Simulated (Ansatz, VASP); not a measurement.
**Two plane-wave programs on AlNi**

Contents of INCAR:

```
SYSTEM = AlNi
  ALGO = Normal
  EDIFF = 1E-6
  ENCUT = 520
  GGA = PS
  ISIF = 2
  ISMEAR = -1
  ISPIN = 2
  LASPH = .TRUE.
  LCHARG = .FALSE.
  LMAXMIX = 4
  LORBIT = 11
  LREAL = .FALSE.
  LWAVE = .FALSE.
  MAGMOM = 0 0
  NBANDS = 18
  NELM = 150
  NUPDOWN = 0.0
  PREC = Accurate
  SIGMA = 0.05
```

The input KPOINTS:

```
k-points
0
G
  8 8 8
  0 0 0
```

File POSCAR:

```
AlNi
1.0
    2.8810000000      0.0000000000      0.0000000000
    0.0000000000      2.8810000000      0.0000000000
    0.0000000000      0.0000000000      2.8810000000
Ni Al
1 1
Direct
    0.5000000000      0.5000000000      0.5000000000
    0.0000000000      0.0000000000      0.0000000000
```

File input.yaml:

```yaml
crystal:
  lattice:
    - [2.881, 0.0, 0.0]
    - [0.0, 2.881, 0.0]
    - [0.0, 0.0, 2.881]
  atoms:
    - { symbol: Ni, position: [0.5, 0.5, 0.5] }
    - { symbol: Al, position: [0.0, 0.0, 0.0] }
hamiltonian:
  xc: pbesol
  pseudopotentials: { kind: paw }
magnetization:
  spin_polarized: true
  initial_magnetization: 0.0
  spin_locking: { lock_magnetization: hard }
kpoints:
  mp_grid: { grid: [8, 8, 8] }
scf:
  occupations: { method: fermi_dirac, width: 0.05 }
  lower_state_search: "off"
output:
  forces: true
  stress: true
  eigenvalues: true
  write_density: true
  write_potential: true
  elf: true
  volumetric_format: npy
```

Alike in both runs: task single point; functional PBEsol; k mesh 8 × 8 × 8; occupations fermi-dirac, width 0.05 eV; collinear spin; fixed moment 0 μB.

|  | VASP | Ansatz |
| --- | --- | --- |
| version | VASP 6.6.1 | Ansatz 0.2.0 |
| potentials or method | VASP PAW PBE potentials, release 64 (Ni, Al) | Ansatz PAW |
| plane-wave cutoff (eV) | 520 | 420 |
| valence electrons in the cell | 13 | 21 |

|  | VASP | Ansatz | Ansatz less VASP |
| --- | --- | --- | --- |
| pressure (GPa) | -3.0 | -3.1 | -0.08 |
| net moment per atom (μB) | 0.00 | 0.00 | 0.000 |

VASP's potentials were made for PBE, not for PBEsol. VASP's potentials hold 13 valence electrons a cell and Ansatz's 21, so a difference there can come from the potentials and not from the codes.
